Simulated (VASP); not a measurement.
# Ga (C2/c) in VASP: a series of runs, part 2 of 2

VASP 6.6.1. The steps go on from the part before.

**4. Single point, PBE**

This run uses another cell than the first one, of 19.66 Å³/atom, 1.060 times its volume.

INCAR reads:

```
SYSTEM = Ga
  ALGO = Fast
  EDIFF = 1E-6
  ENCUT = 520
  GGA = PE
  ISIF = 2
  ISMEAR = -1
  LASPH = .True.
  LCHARG = .True.
  LELF = .True.
  LREAL = .False.
  LVHAR = .True.
  LWAVE = .False.
  NBANDS = 20
  NELM = 100
  PREC = Accurate
  SIGMA = 0.05
```

KPOINTS reads:

```
k-points
0
Gamma
  10 10 8
  0 0 0
```

POSCAR reads:

```
Ga
1.0
    1.4101245334     -4.1054710295      0.0000000000
    1.4101245334      4.1054710295      0.0000000000
   -0.1197509717      0.0000000000      3.3952387564
Ga
2
Direct
    0.1310000000      0.8690000000      0.7500000000
    0.8690000000      0.1310000000      0.2500000000
```

Potentials or basis: VASP PAW PBE potentials, release 64 (Ga_d).

Run with:

```console
$ cat potpaw_PBE.64/Ga_d/POTCAR > POTCAR
$ mpirun -np 1 vasp_std > vasp.out
```

OUTCAR:

```text
SYSTEM = Ga
   EDIFF = 1E-6
   ENCUT = 520
   GGA = PE
   ISIF = 2
   ISMEAR = -1
   LASPH = .True.
   LREAL = .False.
   NELM = 100
   PREC = Accurate

 ion  position               nearest neighbor table
   1  0.131  0.869  0.750-   2 2.74   2 2.74   2 2.92   2 2.92
   2  0.869  0.131  0.250-   1 2.74   1 2.74   1 2.92   1 2.92

  LATTYP: Found a base centered monoclinic cell.
 ALAT       =     2.8202490668
 B/A-ratio  =     2.9114244397
 C/A-ratio  =     1.2046276211
 COS(beta)  =    -0.0352483478

  Lattice vectors:

 A1 = (   1.4101245334,  -4.1054710295,   0.0000000000)
 A2 = (   1.4101245334,   4.1054710295,   0.0000000000)
 A3 = (  -0.1197509717,   0.0000000000,   3.3952387564)

Analysis of symmetry for initial positions (statically):
=====================================================================
 Subroutine PRICEL returns:
 Original cell was already a primitive cell.

 Routine SETGRP: Setting up the symmetry group for a
 base centered monoclinic supercell.

 Subroutine GETGRP returns: Found  4 space group operations
 (whereof  2 operations were pure point group operations)
 out of a pool of  4 trial point group operations.

The static configuration has the point symmetry S_2 .
 The point group associated with its full space group is C_2h.

Analysis of symmetry for dynamics (positions and initial velocities):
=====================================================================
 Subroutine PRICEL returns:
 Original cell was already a primitive cell.

 Routine SETGRP: Setting up the symmetry group for a
 base centered monoclinic supercell.

 Subroutine GETGRP returns: Found  4 space group operations
 (whereof  2 operations were pure point group operations)
 out of a pool of  4 trial point group operations.

The dynamic configuration has the point symmetry S_2 .
 The point group associated with its full space group is C_2h.

 Subroutine INISYM returns: Found  4 space group operations
 (whereof  2 operations are pure point group operations),
 and found     1 'primitive' translations

----------------------------------------------------------------------------------------

                                     Primitive cell

  volume of cell :      39.3116

  direct lattice vectors                    reciprocal lattice vectors
     1.410124533 -4.105471030  0.000000000     0.354578612 -0.121788705  0.012506082
     1.410124533  4.105471030  0.000000000     0.354578612  0.121788705  0.012506082
    -0.119750972  0.000000000  3.395238756     0.000000000  0.000000000  0.294530097

  length of vectors
     4.340892025  4.340892025  3.397349924     0.375119825  0.375119825  0.294530097

  position of ions in fractional coordinates (direct lattice)
     0.131000000  0.869000000  0.750000000
     0.869000000  0.131000000  0.250000000

  ion indices of the primitive-cell ions
   primitive index   ion index
                 1           1
                 2           2

----------------------------------------------------------------------------------------

 KPOINTS: k-points

Automatic generation of k-mesh.
 Grid dimensions read from file:
 generate k-points for:   10   10    8

 Generating k-lattice:

  Cartesian coordinates                     Fractional coordinates (reciprocal lattice)
     0.035457861 -0.012178870  0.001250608     0.100000000  0.000000000  0.000000000
     0.035457861  0.012178870  0.001250608     0.000000000  0.100000000  0.000000000
     0.000000000  0.000000000  0.036816262     0.000000000  0.000000000  0.125000000

  Length of vectors
     0.037511982  0.037511982  0.036816262

  Shift w.r.t. Gamma in fractional coordinates (k-lattice)
     0.000000000  0.000000000  0.000000000

 Subroutine IBZKPT returns following result:
 ===========================================

 Found    227 irreducible k-points:

 Following reciprocal coordinates:
            Coordinates               Weight
  0.000000  0.000000  0.000000      1.000000
  0.100000  0.000000  0.000000      4.000000
  0.200000  0.000000  0.000000      4.000000
  0.300000  0.000000  0.000000      4.000000
  0.400000  0.000000  0.000000      4.000000
  0.500000  0.000000  0.000000      2.000000
[... 16 lines left out ...]
  0.300000  0.300000  0.000000      2.000000
  0.400000  0.300000 -0.000000      4.000000
 [... further k-points ...]
   k-points           NKPTS =    227   k-points in BZ     NKDIM =    227   number of bands    NBANDS=     20
   number of dos      NEDOS =    301   number of ions     NIONS =      2
   total plane-waves  NPLWV =  28672
   dimension x,y,z NGX =    32 NGY =   32 NGZ =   28
   dimension x,y,z NGXF=    64 NGYF=   64 NGZF=   56
   ions per type =               2
   NGX,Y,Z   is equivalent  to a cutoff of  12.26, 12.26, 13.70 a.u.
   NGXF,Y,Z  is equivalent  to a cutoff of  24.51, 24.51, 27.40 a.u.
 SYSTEM =  Ga
   PREC   = accura    normal or accurate (medium, high low for compatibility)
   ISTART =      0    job   : 0-new  1-cont  2-samecut
   ICHARG =      2    charge: 1-file 2-atom 10-const
   ISPIN  =      1    spin polarized calculation?
   LNONCOLLINEAR =      F non collinear calculations
   LSORBIT =      F    spin-orbit coupling
   LASPH  =      T    aspherical Exc in radial PAW
   ENCUT  =  520.0 eV  38.22 Ry    6.18 a.u.   8.07  8.07  6.32*2*pi/ulx,y,z
   NELM   =    100;   NELMIN=  2; NELMDL= -5     # of ELM steps
   EDIFF  = 0.1E-05   stopping-criterion for ELM
   LREAL  =      F    real-space projection
   EDIFFG = 0.1E-04   stopping-criterion for IOM
   NSW    =      0    number of steps for IOM
   IBRION =     -1    ionic relax: 0-MD 1-quasi-New 2-CG
   NFREE  =      0    steps in history (QN), initial steepest desc. (CG)
   ISIF   =      2    stress and relaxation
   ISYM   =      2    0-nonsym 1-usesym 2-fastsym
   POTIM  = 0.5000    time-step for ionic-motion
   TEBEG  =    0.0;   TEEND  =   0.0 temperature during run
   PSTRESS=    0.0 pullay stress
   NELECT =      26.0000    total number of electrons
   NUPDOWN=      -1.0000    fix difference up-down
   EMIN   =  10.00;   EMAX   =-10.00  energy-range for DOS
   EFERMI =   0.00;   METHOD = LEGACY
   ISMEAR =    -1;   SIGMA  =   0.05  broadening in eV -4-tet -1-fermi 0-gaus
   EFERMI_NEDOS =   21; number of points for ismear=-14 and -15
   IALGO  =     68    algorithm
   IMIX   =      4    mixing-type and parameters
     AMIX     =   0.40;   BMIX     =  1.00
     AMIX_MAG =   1.60;   BMIX_MAG =  1.00
  volume/ion in A,a.u.               =      19.66       132.64
  Fermi-wavevector in a.u.,A,eV,Ry     =   1.426349  2.695408 27.680650  2.034470
  Thomas-Fermi vector in A             =   2.546635
   LORBIT       =      0    0 simple, 1 ext, 2 COOP (PROOUT), +10 PAW based schemes
   GGA     = PE    functional components
   LHFCALC =     F    Hartree Fock is set to
   AEXX    =    0.0000 exact exchange contribution
   IVDW    =     0    specifies the selected vdW correction
   LEPSILON=     F    determine dielectric tensor
   LRPA    =     F    only Hartree local field effects (RPA)
 non-spin polarized calculation
 RMM-DIIS sequential band-by-band and
  energy-cutoff  :      520.00
  volume of cell :       39.31
 maximum number of plane-waves:      1076
   NGX = 17   NGY = 17   NGZ = 13

 number of electron      26.0000005 magnetization

 Free energy of the ion-electron system (eV)
  ---------------------------------------------------
  ext. energy  EPLUGINS =         0.00000000
  ---------------------------------------------------
  free energy    TOTEN  =        -5.77567186 eV

  energy without entropy =       -5.76895708  energy(sigma->0) =       -5.77231447

 E-fermi :   5.1118     XC(G=0): -10.7697

 val. band max:        5.1015709714   @ k =  -0.2000  -0.0000   0.1250
 cond. band min:       5.1165995577   @ k =   0.4000   0.3000   0.2500
 fundamental gap:      0.0150285864
 Fermi energy:         5.1118201940

 k-point     1 :       0.0000    0.0000    0.0000
  band No.  band energies     occupation
      1      -9.9588      2.00000
      2      -9.9463      2.00000
      3      -9.9185      2.00000
      4      -9.8914      2.00000
      5      -9.6609      2.00000
      6      -9.6583      2.00000
[... 12 lines left out ...]
     19      15.3690      0.00000
     20      17.8534      0.00000
[... 507 lines left out ...]
 k-point    24 :       0.4000    0.3000   -0.0000
  band No.  band energies     occupation
      1      -9.8670      2.00000
      2      -9.8626      2.00000
      3      -9.7997      2.00000
      4      -9.7708      2.00000
      5      -9.7512      2.00000
      6      -9.7107      2.00000
[... 12 lines left out ...]
     19      14.4752      0.00000
     20      16.6326      0.00000

 [... further k-points ...]

------------------------ aborting loop because EDIFF is reached ----------------------------------------

  FORCE on cell =-STRESS in cart. coord.  units (eV):
  Direction    XX          YY          ZZ          XY          YZ          ZX
  --------------------------------------------------------------------------------------
  -------------------------------------------------------------------------------------
  Total       -0.1942946     -0.2431161     -0.5238207      0.0000000      0.0000000      0.0741019
  in kB       -7.9186401     -9.9084012    -21.3487517      0.0000000      0.0000000      3.0200851
  external PRESSURE =     -13.0585976 kB  Pullay stress =       0.0000000 kB

 VOLUME and BASIS-vectors are now :
 -----------------------------------------------------------------------------
  energy-cutoff  :      520.00
  volume of cell :       39.31
      direct lattice vectors                 reciprocal lattice vectors
     1.410124533 -4.105471030  0.000000000     0.354578612 -0.121788705  0.012506082
     1.410124533  4.105471030  0.000000000     0.354578612  0.121788705  0.012506082
    -0.119750972  0.000000000  3.395238756     0.000000000  0.000000000  0.294530097

 POSITION                                       TOTAL-FORCE (eV/Angst)
 -----------------------------------------------------------------------------------
      1.32031      3.02984      2.54643         0.000000     -0.175759     -0.000000
      1.38019     -3.02984      0.84881        -0.000000      0.175759      0.000000
 -----------------------------------------------------------------------------------
    total drift:                                0.000000      0.000000     -0.000000

  FREE ENERGIE OF THE ION-ELECTRON SYSTEM (eV)
  ---------------------------------------------------
  free  energy   TOTEN  =        -5.7756718579 eV

  energy  without entropy=       -5.7689570794  energy(sigma->0) =       -5.77231447
```

It took 2.2 min on 1 thread of Intel Xeon Platinum 8259CL at 2.50GHz (Skylake/Cascade Lake), shared host; peak memory 0.27 GiB.

Results:

| Item | Value |
| --- | --- |
| Free energy | -5.7757 eV |
| Pressure | -1.3 GPa |
| Largest force | 0.176 eV/Å |
| Band gap on the k mesh | zero (band 13 reaches 8.98 eV, above the bottom of band 14 at 1.02 eV) |

Forces on the atoms (eV/Å):
```
Ga   0.000 -0.176  0.000
Ga   0.000  0.176  0.000
```

Stress tensor (GPa, compression positive):
```
-0.79  0.00  0.30
 0.00 -0.99  0.00
 0.30  0.00 -2.13
```

Levels at points of the mesh, in eV from the Fermi level:
```csv
k point,band 10,band 11,band 12,band 13,band 14,band 15,band 16,band 17
"(0.00, 0.00, 0.00)",-14.61,-10.78,-1.92,-1.79,1.62,5.35,9.28,9.73
"(0.50, 0.00, 0.00)",-14.63,-5.92,-4.77,-1.22,-0.09,5.52,6.26,8.11
"(0.50, 0.50, 0.00)",-14.67,-8.75,-8.27,3.87,4.42,5.49,5.72,7.26
"(0.00, 0.00, 0.50)",-14.67,-7.50,-7.50,1.68,1.68,2.32,2.32,11.09
"(0.50, 0.00, 0.50)",-14.63,-2.89,-2.82,-1.51,-1.48,1.72,2.24,4.21
"(0.50, 0.50, 0.50)",-14.74,-5.90,-5.90,-4.09,-4.09,10.37,10.37,11.26
```

**5. Relaxation of cell and atoms, BLYP+D4**

INCAR reads:

```
  PREC = Accurate
  ENCUT = 600
  EDIFF = 1E-6
  ISMEAR = -1
  SIGMA = 0.05
  LREAL = False
  LASPH = True
  NELM = 60
  ALGO = Normal
  ISIF = 3
  LWAVE = False
  LCHARG = False
  GGA = B5
  ALDAX = 1.0
  AGGAX = 1.0
  AGGAC = 1.0
  ALDAC = 0.0
  IVDW = 13
  VDW_S6 = 1.0
  VDW_S8 = 2.34076671
  VDW_A1 = 0.44488865
  VDW_A2 = 4.0933009
  IBRION = 2
  NSW = 80
  EDIFFG = -0.02
```

KPOINTS reads:

```
regular mesh
0
Gamma
  10 10 8
```

POSCAR reads:

```
Ga
1.0
    1.3830000000     -4.0265000000      0.0000000000
    1.3830000000      4.0265000000      0.0000000000
   -0.1174474948      0.0000000000      3.3299294416
Ga
2
Direct
    0.1310000000      0.8690000000      0.7500000000
    0.8690000000      0.1310000000      0.2500000000
```

Run with:

```console
$ cat potpaw_PBE.64/Ga_d/POTCAR > POTCAR
$ mpirun -np 1 vasp_std > vasp.out
```

It took 48 min on 1 thread of Oxide Virtual Turin-like, shared host; peak memory 0.27 GiB.

The run converged. Its results:

```yaml
Free_energy: -6.0287 eV
Relaxed_volume: 18.30 Å³/atom
Relaxed_cell: a = 4.238 Å, b = 4.238 Å, c = 3.267 Å, α = 90.25°, β = 90.25°, γ = 141.40°
Space_group_after_relaxing_to_0.05_Å: C2/c (No. 15)
Energy_gained_by_relaxing: 4.1 meV/atom
Ionic_steps: 15
Pressure_after_relaxing: 0.0 GPa
Largest_force_after_relaxing: 0.003 eV/Å
Band_gap_on_the_k_mesh: zero (band 13 reaches 10.42 eV, above the bottom of band 14 at 2.03 eV)
Dispersion_energy_per_atom: -0.936 eV
```

Forces on the atoms (eV/Å):
```
Ga   0.000  0.003  0.000
Ga   0.000 -0.003  0.000
```

Stress tensor (GPa, compression positive):
```
 0.05  0.00  0.09
 0.00  0.00  0.00
 0.09  0.00 -0.15
```

The path:
```
step  energy change (eV)  largest force (eV/Å)  pressure (GPa)  volume (Å³)
   1              0.0000                0.1653           -0.68        37.09
   2             -0.0040                0.1051           -0.05        36.67
   3             -0.0053                0.0612            0.31        36.39
   4             -0.0043                0.0325            1.00        35.84
   5             -0.0055                0.0368            0.35        36.24
   6             -0.0055                0.0184            0.63        36.13
   7             -0.0055                0.0297            0.50        36.20
   8             -0.0072                0.0018            0.19        36.36
   9             -0.0077                0.0209            0.02        36.46
  10             -0.0078                0.0604           -0.24        36.65
  11             -0.0079                0.0403            0.06        36.55
  12             -0.0079                0.0513           -0.16        36.60
  13             -0.0079                0.0447           -0.20        36.57
  14             -0.0079                0.0421            0.05        36.56
  15             -0.0082                0.0035           -0.03        36.61
```

Final structure:
```
Ga
1.0
     1.40079   -4.00010    0.01585
     1.40079    4.00010    0.01585
    -0.08067    0.00000    3.26553
Ga
2
Direct
  0.13426 0.86574 0.75000
  0.86574 0.13426 0.25000
```

Levels at points of the mesh, in eV from the Fermi level:
```csv
k point,band 10,band 11,band 12,band 13,band 14,band 15,band 16,band 17
"(0.00, 0.00, 0.00)",-14.77,-11.36,-2.07,-1.62,1.92,6.09,8.83,9.90
"(0.50, 0.00, 0.00)",-14.81,-6.40,-5.23,-1.51,-0.03,6.06,6.54,8.66
"(0.50, 0.50, 0.00)",-14.83,-9.34,-8.53,4.16,5.10,6.28,6.47,6.81
"(0.00, 0.00, 0.50)",-14.84,-7.78,-7.78,1.79,1.79,2.68,2.68,11.04
"(0.50, 0.00, 0.50)",-14.80,-3.04,-3.02,-1.71,-1.67,1.89,2.09,4.54
"(0.50, 0.50, 0.50)",-14.92,-6.04,-6.04,-4.23,-4.23,10.33,10.33,11.83
```

Caveat: the PAW data sets were made with another functional, which shifts forces and pressure a little; pairwise dispersion overbinds metals, which lowers pressure and volume.

**6. The runs side by side**

| task | level | cell | k mesh | cutoff (eV) | gap on the mesh (eV) | pressure (GPa) | largest force (eV/Å) |
| --- | --- | --- | --- | --- | --- | --- | --- |
| single point | PBEsol | a = 4.257, b = 4.257, c = 3.332 Å, angles 90.7, 90.7, 142.1°, 2 atoms | 8 × 8 × 6 | 520 | none | -1.6 | 0.21 |
| single point | PBE | a = 4.313, b = 4.313, c = 3.376 Å, angles 90.7, 90.7, 142.1°, 2 atoms | 10 × 10 × 8 | 520 | none | -0.5 | 0.19 |
| single point | PBE | a = 4.341, b = 4.341, c = 3.397 Å, angles 90.7, 90.7, 142.1°, 2 atoms | 10 × 10 × 8 | 520 | none | -1.3 | 0.18 |
| relaxation of cell and atoms | BLYP+D4 | relaxed from a = 4.257, b = 4.257, c = 3.332 Å, angles 90.7, 90.7, 142.1°, 2 atoms | 10 × 10 × 8 | 600 | none | 0.0 | - |

Alike in all rows: potentials or basis VASP PAW PBE potentials, release 64 (Ga_d); no spin polarisation; smearing fermi-dirac 0.05 eV.

Caveats: the PAW data sets were made with another functional, which shifts forces and pressure a little (some runs); pairwise dispersion overbinds metals, which lowers pressure and volume (some runs).

Total energies depend on the potentials used, so only differences within one code and one set of settings carry meaning.
